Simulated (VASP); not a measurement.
VH2, 3 atoms in the cell. It takes space group Fm-3m (No. 225, cubic). Conventional cell: a = 4.271 Å, b = 4.271 Å, c = 4.271 Å, α = 90.00°, β = 90.00°, γ = 90.00°. Within 2.5 Å of V (site symmetry m-3m) lie 8 H at 1.85 Å. Within 2.5 Å of H (site symmetry -43m) lie 4 V at 1.85 Å and 6 H at 2.14 Å. 

* Program: VASP 6.6.1
* Task: relaxation of volume and atoms at fixed shape
* Functional: LDA
* Potentials or basis: VASP PAW LDA potentials, release 64 (V_sv, H)
* Cutoff: 600 eV
* k mesh: 8 × 8 × 8
* Occupations: gaussian, width 0.02 eV
* Spin: collinear spin, ferromagnetic start
* Starting moments: [1.5, 0.0, 0.0] μB
* Dipole correction: no
* Further INCAR settings: ALGO = Normal; EDIFF = 1e-06; IBRION = 2; EDIFFG = -0.03; NSW = 80; ISIF = 8

Potentials or basis: VASP PAW LDA potentials, release 64 (V_sv, H).

Launch:

```console
$ cat potpaw_LDA.64/V_sv/POTCAR potpaw_LDA.64/H/POTCAR > POTCAR
$ mpirun -np 1 vasp_std > vasp.out
```

Hardware: 1 thread of Intel(R) Xeon(R) 6975P-C (Granite Rapids), with other jobs on the host.

Question: Estimate the wall time of this run.

Answer: It took 7.7 s on 1 thread of Intel(R) Xeon(R) 6975P-C (Granite Rapids), on a shared host, peak memory 0.14 GiB. Counts: scf iterations 21, k points 29, ion steps 2.
